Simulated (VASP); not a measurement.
Write the native input for VASP 6.6.1 that does the following.

```
Task                   : relaxation of cell and atoms
Functional             : PBE
Potentials or basis    : VASP PAW PBE potentials, release 64 (Sr_sv)
Cutoff                 : 600 eV
k mesh                 : 11 × 11 × 6
Occupations            : fermi-dirac, width 0.05 eV
Spin                   : no spin polarisation
Dipole correction      : no
Further INCAR settings : ALGO = Normal; EDIFF = 1e-06; IBRION = 2; EDIFFG = -0.005; NSW = 45; ISIF = 3
```

The structure of Sr lies in POSCAR:

```
Sr
1.0
    4.2649774784      0.0000000000      0.0000000000
   -2.1324887392      3.6935788429      0.0000000000
    0.0000000000      0.0000000000      7.0236142044
Sr
2
Direct
    0.3333333333      0.6666666667      0.2500000000
    0.6666666667      0.3333333333      0.7500000000
```

This isn't the form of Sr at room conditions, which is fcc.

One way to write it, as run:

INCAR

```
SYSTEM = Sr
PREC = Accurate ; ENCUT = 600
EDIFF = 1E-6 ; ISMEAR = -1
SIGMA = 0.05 ; LREAL = .FALSE.
LASPH = .TRUE. ; NELM = 80
ALGO = Normal ; ISIF = 3
LWAVE = .FALSE. ; LCHARG = .FALSE.
GGA = PE ; IBRION = 2
NSW = 45 ; EDIFFG = -0.005
```

KPOINTS

```
regular mesh
0
G
  11 11 6
  0 0 0
```

Potentials or basis: VASP PAW PBE potentials, release 64 (Sr_sv).

Command:

```sh
$ cat potpaw_PBE.64/Sr_sv/POTCAR > POTCAR
$ mpirun -np 1 vasp_std > vasp.out
```

Results of the run:

```
Relaxed volume                        : 55.42 Å³/atom
Relaxed cell                          : a = 4.269 Å, b = 4.269 Å, c = 7.022 Å, α = 90.00°, β = 90.00°, γ = 120.00°
Space group after relaxing (to 0.1 Å) : P6_3/mmc (No. 194)
Energy gained by relaxing             : 0.0 meV/atom
Ionic steps                           : 3
Pressure after relaxing               : 0.0 GPa
Band gap on the k mesh                : zero (bands 10 and 11 overlap by 0.12 eV)
```

Wall time 2.8 min on 1 thread of Intel(R) Xeon(R) Platinum 8259CL CPU @ 2.50GHz (Skylake/Cascade Lake), with other jobs on the host, peak memory 0.33 GiB.
